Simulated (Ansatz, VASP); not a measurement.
**Two plane-wave programs on Ca2Si**

Contents of INCAR:

```
  ALGO = Fast
  EDIFF = 1E-7
  ENCUT = 520
  ISIF = 2
  ISMEAR = 0
  LASPH = T
  LCHARG = T
  LELF = T
  LREAL = F
  LVHAR = T
  LWAVE = F
  NBANDS = 19
  NELM = 80
  PREC = Accurate
  SIGMA = 0.05
```

Contents of KPOINTS:

```
k-points
0
Gamma
  8 8 8
```

The input POSCAR:

```
Ca2Si
1.0
    0.0000000000      3.3791655132      3.7468467348
    3.3791655132      0.0000000000      3.7468467348
    3.3791655132      3.3791655132      0.0000000000
Ca Si
2 1
Direct
    0.7344790822      0.7344790822      0.7655209178
    0.2655209178      0.2655209178      0.2344790822
    0.0000000000      0.0000000000      0.0000000000
```

Input for Ansatz:

```yaml
crystal:
  lattice:
    - [0.0, 3.3791655132, 3.7468467348]
    - [3.3791655132, 0.0, 3.7468467348]
    - [3.3791655132, 3.3791655132, 0.0]
  atoms:
    - { symbol: Ca, position: [0.7344790822, 0.7344790822, 0.7655209178] }
    - { symbol: Ca, position: [0.2655209178, 0.2655209178, 0.2344790822] }
    - { symbol: Si, position: [0.0, 0.0, 0.0] }
basis:
  ecutwfc: 420
kpoints:
  mp_grid: { grid: [8, 8, 8] }
hamiltonian:
  xc: lda
  pseudopotentials: { kind: paw }
scf:
  occupations: { method: gaussian, width: 0.05 }
output:
  forces: true
  stress: true
  eigenvalues: true
```

Change from the starting cell: mode 6 frozen in at -0.109 Å, strain +e along z and -e/2 along x and y +0.0700.

Alike in both runs: task single point; functional LDA; k mesh 8 × 8 × 8; occupations gaussian, width 0.05 eV; no spin polarisation.

|  | VASP | Ansatz |
| --- | --- | --- |
| version | VASP 6.6.1 | Ansatz 0.2.0 |
| potentials or method | VASP PAW LDA potentials, release 64 (Ca_sv, Si), cutoff 520 eV | scalar-relativistic, plane waves, PAW |
| valence electrons in the cell | 24 | 24 |

VASP gave:

| Property | Result |
| --- | --- |
| gap on the k mesh at the Fermi level (eV) | none |
| pressure (GPa) | 0.3 |
| traceless stress, the component that is largest in VASP (GPa) | -4.63 |
| rms of the force components (eV/Å) | 0.201 |

Estimate Ansatz's values.

gap on the k mesh at the Fermi level (eV): none; pressure (GPa): 0.2; traceless stress, the component that is largest in VASP (GPa): -4.64; rms of the force components (eV/Å): 0.199.

LDA's correlation is that of Perdew and Zunger in VASP and of Perdew and Wang (1992) in Ansatz. Atom by atom the forces differ by 0.002 eV/Å (rms over components). A gap of «none» marks a metal or a gap that the smearing closes.
